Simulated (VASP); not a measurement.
# Cd5O2 (P-3m1) in VASP: single point with PBE

Aim: the single point of Cd5O2 with PBE.

All numbers are computed with VASP 6.6.1; they aren't measurements. Logs are shortened: lines on timing, memory, paths and dates and some standing lists are left out, and cuts for length are marked.

## (1) The cell of the first run

The structure is trigonal, space group P-3m1 (No. 164). The conventional cell has a = 3.357 Å, b = 3.357 Å, c = 12.757 Å, α = 90.00°, β = 90.00°, γ = 120.00°. Cd (site symmetry -3m) has 6 O at 2.39 Å within 3.2 Å. Within 3.2 Å of Cd (site symmetry 3m) lie 3 O at 2.40 Å and 3 Cd at 3.08 Å. Cd (site symmetry 3m) has 12 Cd at 3.06 to 3.36 Å and 1 O at 3.80 Å within 4.0 Å. Within 3.2 Å of O (site symmetry 3m) lie 6 Cd at 2.39 to 2.40 Å.

## (2) Single point, PBE

INCAR

```
ALGO     = Normal         # electronic algorithm
EDIFF    = 1E-6           # SCF threshold, eV
ENCUT    = 520            # plane-wave cutoff, eV
GGA      = PE             # functional
ISIF     = 2              # what is computed and relaxed
ISMEAR   = 0              # smearing method
LASPH    = True           # aspherical terms in the spheres
LCHARG   = False          # write CHGCAR
LREAL    = False          # projectors in reciprocal space
LWAVE    = False          # write WAVECAR
NBANDS   = 45             # bands
NELM     = 60             # most SCF steps
PREC     = Accurate       # precision mode
SIGMA    = 0.1            # smearing width, eV
```

KPOINTS

```
k-points
0
Gamma
  12 12 4
```

POSCAR

```
Cd5O2
1.0
    3.3574763356      0.0000000000      0.0000000000
   -1.6787381678      2.9076597992      0.0000000000
    0.0000000000      0.0000000000     12.7565072160
Cd O
5 2
Direct
    0.0000000000      0.0000000000      0.0000000000
    0.3333333333      0.6666666667      0.2198482733
    0.6666666667      0.3333333333      0.7801517267
    0.6666666667      0.3333333333      0.4070740546
    0.3333333333      0.6666666667      0.5929259454
    0.3333333333      0.6666666667      0.8909591961
    0.6666666667      0.3333333333      0.1090408039
```

Potentials or basis: VASP PAW PBE potentials, release 64 (Cd, O).

The run is started by

```console
$ cat potpaw_PBE.64/Cd/POTCAR potpaw_PBE.64/O/POTCAR > POTCAR
$ mpirun -np 1 vasp_std > vasp.out
```

OUTCAR:

```text
EDIFF = 1E-6
   ENCUT = 520
   GGA = PE
   ISIF = 2
   ISMEAR = 0
   LASPH = True
   LREAL = False
   NELM = 60
   PREC = Accurate

 ion  position               nearest neighbor table
   1  0.000  0.000  0.000-   6 2.39   7 2.39   6 2.39   7 2.39   7 2.39   6 2.39   2 3.41   3 3.41
                             2 3.41   3 3.41   2 3.41   3 3.41
   2  0.333  0.667  0.220-   7 2.40   7 2.40   7 2.40   4 3.08   4 3.08   4 3.08   1 3.41   1 3.41
                             1 3.41
   3  0.667  0.333  0.780-   6 2.40   6 2.40   6 2.40   5 3.08   5 3.08   5 3.08   1 3.41   1 3.41
                             1 3.41
   4  0.667  0.333  0.407-   5 3.06   5 3.06   5 3.06   2 3.08   2 3.08   2 3.08
   5  0.333  0.667  0.593-   4 3.06   4 3.06   4 3.06   3 3.08   3 3.08   3 3.08
   6  0.333  0.667  0.891-   1 2.39   1 2.39   1 2.39   3 2.40   3 2.40   3 2.40
   7  0.667  0.333  0.109-   1 2.39   1 2.39   1 2.39   2 2.40   2 2.40   2 2.40

  LATTYP: Found a hexagonal cell.
 ALAT       =     3.3574763356
 C/A-ratio  =     3.7994332472

  Lattice vectors:

 A1 = (   3.3574763356,   0.0000000000,   0.0000000000)
 A2 = (  -1.6787381678,   2.9076597992,   0.0000000000)
 A3 = (   0.0000000000,   0.0000000000,  12.7565072160)

Analysis of symmetry for initial positions (statically):
=====================================================================
 Subroutine PRICEL returns:
 Original cell was already a primitive cell.

 Routine SETGRP: Setting up the symmetry group for a
 hexagonal supercell.

 Subroutine GETGRP returns: Found 12 space group operations
 (whereof 12 operations were pure point group operations)
 out of a pool of 24 trial point group operations.

The static configuration has the point symmetry D_3d.

Analysis of symmetry for dynamics (positions and initial velocities):
=====================================================================
 Subroutine PRICEL returns:
 Original cell was already a primitive cell.

 Routine SETGRP: Setting up the symmetry group for a
 hexagonal supercell.

 Subroutine GETGRP returns: Found 12 space group operations
 (whereof 12 operations were pure point group operations)
 out of a pool of 24 trial point group operations.

The dynamic configuration has the point symmetry D_3d.

 Subroutine INISYM returns: Found 12 space group operations
 (whereof 12 operations are pure point group operations),
 and found     1 'primitive' translations

----------------------------------------------------------------------------------------

                                     Primitive cell

  volume of cell :     124.5341

  direct lattice vectors                    reciprocal lattice vectors
     3.357476336  0.000000000  0.000000000     0.297842755  0.171959594  0.000000000
    -1.678738168  2.907659799  0.000000000     0.000000000  0.343919189  0.000000000
     0.000000000  0.000000000 12.756507216     0.000000000  0.000000000  0.078391364

  length of vectors
     3.357476336  3.357476336 12.756507216     0.343919189  0.343919189  0.078391364

  position of ions in fractional coordinates (direct lattice)
     0.000000000  0.000000000  0.000000000
     0.333333333  0.666666667  0.219848273
     0.666666667  0.333333333  0.780151727
     0.666666667  0.333333333  0.407074055
     0.333333333  0.666666667  0.592925945
     0.333333333  0.666666667  0.890959196
     0.666666667  0.333333333  0.109040804

  ion indices of the primitive-cell ions
   primitive index   ion index
                 1           1
                 2           2
                 3           3
                 4           4
                 5           5
                 6           6
                 7           7

----------------------------------------------------------------------------------------

 KPOINTS: k-points

Automatic generation of k-mesh.
 Grid dimensions read from file:
 generate k-points for:   12   12    4

 Generating k-lattice:

  Cartesian coordinates                     Fractional coordinates (reciprocal lattice)
     0.024820230  0.014329966  0.000000000     0.083333333  0.000000000  0.000000000
     0.000000000  0.028659932  0.000000000     0.000000000  0.083333333  0.000000000
     0.000000000  0.000000000  0.019597841     0.000000000  0.000000000  0.250000000

  Length of vectors
     0.028659932  0.028659932  0.019597841

  Shift w.r.t. Gamma in fractional coordinates (k-lattice)
     0.000000000  0.000000000  0.000000000

 Subroutine IBZKPT returns following result:
 ===========================================

 Found     69 irreducible k-points:

 Following reciprocal coordinates:
            Coordinates               Weight
  0.000000  0.000000  0.000000      1.000000
  0.083333 -0.000000  0.000000      6.000000
  0.166667  0.000000  0.000000      6.000000
  0.250000  0.000000  0.000000      6.000000
  0.333333  0.000000  0.000000      6.000000
  0.416667 -0.000000  0.000000      6.000000
[... 16 lines left out ...]
  0.166667  0.000000  0.250000      6.000000
  0.000000  0.166667  0.250000      6.000000
 [... further k-points ...]
   k-points           NKPTS =     69   k-points in BZ     NKDIM =     69   number of bands    NBANDS=     45
   number of dos      NEDOS =    301   number of ions     NIONS =      7
   total plane-waves  NPLWV =  75264
   dimension x,y,z NGX =    28 NGY =   28 NGZ =   96
   dimension x,y,z NGXF=    56 NGYF=   56 NGZF=  192
   ions per type =               5   2
   NGX,Y,Z   is equivalent  to a cutoff of  13.86, 13.86, 12.51 a.u.
   NGXF,Y,Z  is equivalent  to a cutoff of  27.73, 27.73, 25.02 a.u.
 SYSTEM =  unknown system
   PREC   = accura    normal or accurate (medium, high low for compatibility)
   ISTART =      0    job   : 0-new  1-cont  2-samecut
   ICHARG =      2    charge: 1-file 2-atom 10-const
   ISPIN  =      1    spin polarized calculation?
   LNONCOLLINEAR =      F non collinear calculations
   LSORBIT =      F    spin-orbit coupling
   LASPH  =      T    aspherical Exc in radial PAW
   ENCUT  =  520.0 eV  38.22 Ry    6.18 a.u.   6.24  6.24 23.72*2*pi/ulx,y,z
   NELM   =     60;   NELMIN=  2; NELMDL= -5     # of ELM steps
   EDIFF  = 0.1E-05   stopping-criterion for ELM
   LREAL  =      F    real-space projection
   EDIFFG = 0.1E-04   stopping-criterion for IOM
   NSW    =      0    number of steps for IOM
   IBRION =     -1    ionic relax: 0-MD 1-quasi-New 2-CG
   NFREE  =      0    steps in history (QN), initial steepest desc. (CG)
   ISIF   =      2    stress and relaxation
   ISYM   =      2    0-nonsym 1-usesym 2-fastsym
   POTIM  = 0.5000    time-step for ionic-motion
   TEBEG  =    0.0;   TEEND  =   0.0 temperature during run
   PSTRESS=    0.0 pullay stress
   NELECT =      72.0000    total number of electrons
   NUPDOWN=      -1.0000    fix difference up-down
   EMIN   =  10.00;   EMAX   =-10.00  energy-range for DOS
   EFERMI =   0.00;   METHOD = LEGACY
   ISMEAR =     0;   SIGMA  =   0.10  broadening in eV -4-tet -1-fermi 0-gaus
   EFERMI_NEDOS =   21; number of points for ismear=-14 and -15
   IALGO  =     38    algorithm
   IMIX   =      4    mixing-type and parameters
     AMIX     =   0.40;   BMIX     =  1.00
     AMIX_MAG =   1.60;   BMIX_MAG =  1.00
  volume/ion in A,a.u.               =      17.79       120.06
  Fermi-wavevector in a.u.,A,eV,Ry     =   1.363817  2.577241 25.306807  1.859998
  Thomas-Fermi vector in A             =   2.490187
   LORBIT       =      0    0 simple, 1 ext, 2 COOP (PROOUT), +10 PAW based schemes
   GGA     = PE    functional components
   LHFCALC =     F    Hartree Fock is set to
   AEXX    =    0.0000 exact exchange contribution
   IVDW    =     0    specifies the selected vdW correction
   LEPSILON=     F    determine dielectric tensor
   LRPA    =     F    only Hartree local field effects (RPA)
 non-spin polarized calculation
 Gauss-broadening in eV      SIGMA  =   0.10
  energy-cutoff  :      520.00
  volume of cell :      124.53
 maximum number of plane-waves:      3396
 NGX is ok and might be reduce to    28
   NGX = 13   NGY = 13   NGZ = 47

 number of electron      72.0000010 magnetization

 Free energy of the ion-electron system (eV)
  ---------------------------------------------------
  ext. energy  EPLUGINS =         0.00000000
  ---------------------------------------------------
  free energy    TOTEN  =       -17.32308685 eV

  energy without entropy =      -17.31736444  energy(sigma->0) =      -17.32022564

 E-fermi :   2.7422     XC(G=0): -10.9783

 val. band max:        2.6933242956   @ k =   0.3333   0.0833   0.5000
 cond. band min:       2.7570448284   @ k =   0.1667   0.0000   0.5000
 fundamental gap:      0.0637205327
 Fermi energy:         2.7421550551

 k-point     1 :       0.0000    0.0000    0.0000
  band No.  band energies     occupation
      1     -15.6863      2.00000
      2     -15.3427      2.00000
      3      -6.5666      2.00000
      4      -6.4117      2.00000
      5      -6.2794      2.00000
      6      -6.2794      2.00000
[... 37 lines left out ...]
     44      13.0831      0.00000
     45      13.1898      0.00000

 k-point     2 :       0.0833   -0.0000    0.0000
  band No.  band energies     occupation
      1     -15.6557      2.00000
      2     -15.3322      2.00000
      3      -6.5453      2.00000
      4      -6.3834      2.00000
      5      -6.2906      2.00000
      6      -6.2670      2.00000
[... 37 lines left out ...]
     44      12.8105      0.00000
     45      12.8898      0.00000

 k-point     3 :       0.1667    0.0000    0.0000
  band No.  band energies     occupation
      1     -15.5711      2.00000
      2     -15.3037      2.00000
      3      -6.5182      2.00000
      4      -6.3882      2.00000
      5      -6.2945      2.00000
      6      -6.2729      2.00000
[... 997 lines left out ...]
     44      11.2852      0.00000
     45      11.7824      0.00000

 k-point    24 :       0.0000    0.1667    0.2500
  band No.  band energies     occupation
      1     -15.5710      2.00000
      2     -15.3037      2.00000
      3      -6.5270      2.00000
      4      -6.3739      2.00000
      5      -6.3046      2.00000
      6      -6.2585      2.00000
[... 37 lines left out ...]
     44      11.1230      0.00000
     45      11.7546      0.00000

 [... further k-points ...]

------------------------ aborting loop because EDIFF is reached ----------------------------------------

  FORCE on cell =-STRESS in cart. coord.  units (eV):
  Direction    XX          YY          ZZ          XY          YZ          ZX
  --------------------------------------------------------------------------------------
  -------------------------------------------------------------------------------------
  Total        0.4604489      0.4604489      0.5433109      0.0000000      0.0000000      0.0000000
  in kB        5.9238449      5.9238449      6.9898951      0.0000000      0.0000000      0.0000000
  external PRESSURE =       6.2791950 kB  Pullay stress =       0.0000000 kB

 VOLUME and BASIS-vectors are now :
 -----------------------------------------------------------------------------
  energy-cutoff  :      520.00
  volume of cell :      124.53
      direct lattice vectors                 reciprocal lattice vectors
     3.357476336  0.000000000  0.000000000     0.297842755  0.171959594  0.000000000
    -1.678738168  2.907659799  0.000000000     0.000000000  0.343919189  0.000000000
     0.000000000  0.000000000 12.756507216     0.000000000  0.000000000  0.078391364

 POSITION                                       TOTAL-FORCE (eV/Angst)
 -----------------------------------------------------------------------------------
      0.00000      0.00000      0.00000         0.000000      0.000000     -0.000000
     -0.00000      1.93844      2.80450         0.000000      0.000000      0.053646
      1.67874      0.96922      9.95201        -0.000000      0.000000     -0.053646
      1.67874      0.96922      5.19284        -0.000000      0.000000     -0.000419
     -0.00000      1.93844      7.56366        -0.000000     -0.000000      0.000419
     -0.00000      1.93844     11.36553        -0.000000      0.000000     -0.004249
      1.67874      0.96922      1.39098         0.000000      0.000000      0.004249
 -----------------------------------------------------------------------------------
    total drift:                                0.000000     -0.000000      0.000000

  FREE ENERGIE OF THE ION-ELECTRON SYSTEM (eV)
  ---------------------------------------------------
  free  energy   TOTEN  =       -17.3230868491 eV

  energy  without entropy=      -17.3173644373  energy(sigma->0) =      -17.32022564
```

Wall time 4.5 min (1 thread of Intel Xeon 6975P-C (Granite Rapids), shared host); peak memory 0.44 GiB.

Results:

* Free energy: -17.3231 eV
* Pressure: 0.6 GPa
* Largest force: 0.054 eV/Å
* Band gap on the k mesh: zero (bands 36 and 37 overlap by 1.98 eV)

Forces on the atoms (eV/Å):
```
Cd   0.000  0.000  0.000
Cd   0.000  0.000  0.054
Cd   0.000  0.000 -0.054
Cd   0.000  0.000  0.000
Cd   0.000  0.000  0.000
O    0.000  0.000 -0.004
O    0.000  0.000  0.004
```

Levels at points of the mesh, in eV from the Fermi level:
| k point | band 33 | band 34 | band 35 | band 36 | band 37 | band 38 | band 39 | band 40 |
| --- | --- | --- | --- | --- | --- | --- | --- | --- |
| (0.00, 0.00, 0.00) | -2.43 | -2.43 | -1.85 | -1.85 | 0.09 | 0.34 | 3.99 | 5.03 |
| (0.50, 0.00, 0.00) | -2.54 | -2.20 | -2.10 | -0.81 | -0.41 | 1.10 | 2.03 | 3.13 |
| (0.00, 0.00, 0.50) | -2.43 | -2.09 | -1.85 | -1.85 | -1.31 | 1.69 | 2.77 | 6.79 |
| (0.50, 0.00, 0.50) | -2.50 | -2.25 | -2.10 | -0.95 | -0.09 | 0.93 | 1.77 | 3.65 |
